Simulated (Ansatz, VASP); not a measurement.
# One calculation of PbS, two programs

```
Pb S
1.0
     0.00000    2.97057    2.97057
     2.97057    0.00000    2.97057
     2.97057    2.97057    0.00000
Pb S
1 1
Direct
  0.00000 0.00000 0.00000
  0.50000 0.50000 0.50000
```

Alike in both runs: task single point; functional PBEsol; k mesh 6 × 6 × 6; occupations gaussian, width 0.5 eV; no spin polarisation.

|  | VASP | Ansatz |
| --- | --- | --- |
| version | VASP 6.6.1 | Ansatz 0.2.0 |
| potentials or method | VASP PAW PBE potentials, release 64 (Pb_d, S) | plane waves |
| plane-wave cutoff (eV) | 500 | 420 |
| valence electrons in the cell | 20 | 20 |

```tsv
	VASP	Ansatz	Ansatz less VASP
pressure (GPa)	-1.3	-1.3	+0.05
```

VASP's potentials were made for PBE, not for PBEsol.

Spin-orbit coupling is off throughout.
